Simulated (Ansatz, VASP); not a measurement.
Ga in VASP and in Ansatz

```
Ga
1.0
     2.71648    0.00000    0.00000
     0.00000    2.71648    0.00000
     0.00000    0.00000    2.71648
Ga
1
Direct
  0.00000 0.00000 0.00000
```

Alike in both runs: task single point; functional PBE; k mesh 10 × 10 × 10; occupations gaussian, width 0.015 eV; no spin polarisation.

```csv
,VASP,Ansatz
version,VASP 6.6.1,Ansatz 0.2.0
potentials or method,"VASP PAW PBE potentials, release 64 (Ga_d)",Ansatz PAW
plane-wave cutoff (eV),500,420
valence electrons in the cell,13,13
```

```csv
,VASP,Ansatz,Ansatz less VASP
gap on the k mesh at the Fermi level (eV),none,none,-
pressure (GPa),0.6,0.6,-0.05
```

A gap of «none» marks a metal or a gap that the smearing closes. With one functional, cell and mesh, what is left measures potentials, basis and numerics.
